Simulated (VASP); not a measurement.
TiTe2: relaxation of cell and atoms with PBE

Crystal: TiTe2.

```xyz
3
Lattice="5.2947 0.0000 0.0000 -2.6473 4.5853 0.0000 0.0000 0.0000 3.1191" Properties=species:S:1:pos:R:3 pbc="T T T"
Ti    0.0000    0.0000    0.0000
Te    0.0000    3.0569    1.5596
Te    2.6473    1.5284    1.5596
```

- Program: VASP 6.6.1
- Task: relaxation of cell and atoms
- Functional: PBE
- Potentials or basis: VASP PAW PBE potentials, release 64 (Ti_sv, Te)
- Cutoff: 600 eV
- k mesh: 12 × 12 × 14
- Occupations: gaussian, width 0.1 eV
- Spin: no spin polarisation
- Dipole correction: no
- Further INCAR settings: ALGO = Normal; EDIFF = 1e-06; IBRION = 2; EDIFFG = -0.01; NSW = 100; ISIF = 3

```
Relaxed volume                        : 25.26 Å³/atom
Relaxed cell                          : a = 5.340 Å, b = 5.340 Å, c = 3.069 Å, α = 90.00°, β = 90.00°, γ = 120.00°
Space group after relaxing (to 0.1 Å) : P6/mmm (No. 191)
Energy gained by relaxing             : 5.4 meV/atom
Ionic steps                           : 6
Pressure after relaxing               : 0.0 GPa
Band gap on the k mesh                : zero (bands 12 and 13 overlap by 1.24 eV)
```

The path:
```csv
step,energy change (eV),largest force (eV/Å),pressure (GPa),volume (Å³)
1,0.0000,0.0000,-0.11,75.73
2,-0.0156,0.0000,0.27,75.52
3,-0.0161,0.0000,0.19,75.55
4,-0.0161,0.0000,0.19,75.55
5,-0.0162,0.0000,-0.06,75.87
6,-0.0162,0.0000,0.00,75.79
```

Final structure:
```xyz
3
Lattice="5.3404 0.0000 0.0000 -2.6702 4.6249 0.0000 0.0000 0.0000 3.0686" Properties=species:S:1:pos:R:3 pbc="T T T"
Ti    0.0000    0.0000    0.0000
Te    0.0000    3.0833    1.5343
Te    2.6702    1.5416    1.5343
```

Levels at points of the mesh, in eV from the Fermi level:
| k point | band 8 | band 9 | band 10 | band 11 | band 12 | band 13 | band 14 | band 15 | band 16 |
| --- | --- | --- | --- | --- | --- | --- | --- | --- | --- |
| (0.00, 0.00, 0.00) | -5.80 | -2.77 | -2.77 | -1.78 | 0.87 | 0.88 | 0.88 | 1.12 | 1.12 |
| (0.50, 0.00, 0.00) | -5.62 | -1.56 | -1.32 | -1.13 | 0.14 | 0.72 | 1.11 | 2.05 | 2.09 |
| (0.00, 0.00, 0.50) | -4.17 | -3.65 | -3.65 | -2.13 | -2.13 | -0.37 | -0.37 | 1.55 | 2.36 |
| (0.50, 0.00, 0.50) | -5.56 | -4.64 | -3.09 | -0.51 | -0.18 | 0.16 | 0.32 | 0.80 | 1.27 |

It took 16 min on 1 thread of Intel Xeon 8259CL, with other jobs on the host, peak memory 0.41 GiB.

Caveat: spin-orbit coupling is left out, which moves the levels of the heavy elements.
